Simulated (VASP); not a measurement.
# As: single point with LDA

The system is As.

```
As
1.0
     0.00000    2.08569    2.08569
     2.08569    0.00000    2.08569
     2.08569    2.08569    0.00000
As
1
Direct
  0.00000 0.00000 0.00000
```

```yaml
Program: VASP 6.6.1
Task: single point
Functional: LDA
Potentials_or_basis: VASP PAW LDA potentials, release 64 (As)
Cutoff: 520 eV
k_mesh: 13 × 13 × 13
Occupations: fermi-dirac, width 0.1 eV
Spin: no spin polarisation
```

The pressure is 0.3 GPa.

Levels at points of the mesh, in eV from the Fermi level:
```csv
k point,band 1,band 2,band 3,band 4,band 5,band 6,band 7
"(0.00, 0.00, 0.00)",-15.55,6.09,6.09,6.09,12.64,12.64,12.64
```

Wall time 8.8 s on 1 thread of Intel Xeon 8259CL, with other jobs on the host, peak memory 0.13 GiB.
